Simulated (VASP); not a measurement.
A run of VASP 6.6.1 is set up as follows.

Contents of INCAR:

```
ALGO = Normal
DIPOL = 0.5 0.5 0.363
EDIFF = 1E-6
ENCUT = 520
GGA = PE
IDIPOL = 3
ISIF = 2
ISMEAR = 0
LASPH = True
LCHARG = True
LDIPOL = True
LELF = True
LREAL = False
LVACPOTAV = True
LVHAR = True
LWAVE = False
NBANDS = 34
NELM = 100
PREC = Accurate
SIGMA = 0.1
```

Contents of KPOINTS:

```
k-points
0
Gamma
  8 8 1
```

POSCAR

```
Si4W2Cl
1.0
    3.2292919632      0.0000000000      0.0000000000
    0.0000000000      3.2292919632      0.0000000000
    0.0000000000      0.0000000000     21.9372962356
Si W Cl
4 2 1
Direct
    0.0000000000      0.0000000000      0.1823378760
    0.0000000000      0.0000000000      0.3009901015
    0.5000000000      0.5000000000      0.3590107492
    0.5000000000      0.5000000000      0.4757786066
    0.5000000000      0.5000000000      0.2416639887
    0.0000000000      0.0000000000      0.4178382292
    0.6250000000      0.8750000000      0.5605759033
```

Potentials or basis: VASP PAW PBE potentials, release 64 (Si, W_sv, Cl).

Command:

```console
$ cat potpaw_PBE.64/Si/POTCAR potpaw_PBE.64/W_sv/POTCAR potpaw_PBE.64/Cl/POTCAR > POTCAR
$ mpirun -np 1 vasp_std > vasp.out
```

(1) Estimate the largest force.

Results:

(1) 0.841 eV/Å.

Caveat: an odd number of electrons without spin polarisation forces a metal; a magnetic or distorted state may lie lower.
